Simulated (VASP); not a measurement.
Set up this calculation in VASP 6.6.1, as the native input.

```
Task                   : electric field gradients
Functional             : PBE
Potentials or basis    : VASP PAW PBE potentials, release 64 (Fe, Co)
Cutoff                 : 520 eV
k mesh                 : 11 × 11 × 11
Occupations            : fermi-dirac, width 0.05 eV
Spin                   : collinear spin, ferromagnetic start
Starting moments       : [3.0, 2.0] μB
Dipole correction      : no
Further INCAR settings : ALGO = Normal; EDIFF = 1e-08; NBANDS = 20
```

The structure of FeCo lies in POSCAR:

```
FeCo
1.0
    2.8085669146      0.0000000000      0.0000000000
    0.0000000000      2.8085669146      0.0000000000
    0.0000000000      0.0000000000      2.8085669146
Fe Co
1 1
Direct
    0.5000000000      0.5000000000      0.5000000000
    0.0000000000      0.0000000000      0.0000000000
```

One way to write it, as run:

INCAR

```
SYSTEM = FeCo
ALGO = Normal
EDIFF = 1E-8
ENCUT = 520
GGA = PE
GGA_COMPAT = .False.
ISIF = 2
ISMEAR = -1
ISPIN = 2
LASPH = .True.
LCHARG = .False.
LEFG = .True.
LMAXMIX = 4
LORBIT = 11
LREAL = .False.
LWAVE = .False.
MAGMOM = 3 2
NBANDS = 20
NELM = 200
PREC = Accurate
SIGMA = 0.05
```

KPOINTS

```
k-points
0
Gamma
  11 11 11
  0 0 0
```

Potentials or basis: VASP PAW PBE potentials, release 64 (Fe, Co).

Run with:

```bash
$ cat potpaw_PBE.64/Fe/POTCAR potpaw_PBE.64/Co/POTCAR > POTCAR
$ mpirun -np 1 vasp_std > vasp.out
```

Results of the run:

The pressure is 6.9 GPa and the net moment is 4.41 μB per cell. The site moments are Fe +2.69; Co +1.73 μB and the largest electric field gradient by atom is zero within the noise of the run. The valence electrons inside the program's atomic spheres are Fe 7.23; Co 8.30.

Caveat: the cell stands under pressure.

Run time: 50 s on 1 thread of AMD EPYC 7R13 Processor (Zen 3) (shared host), peak memory 0.14 GiB.
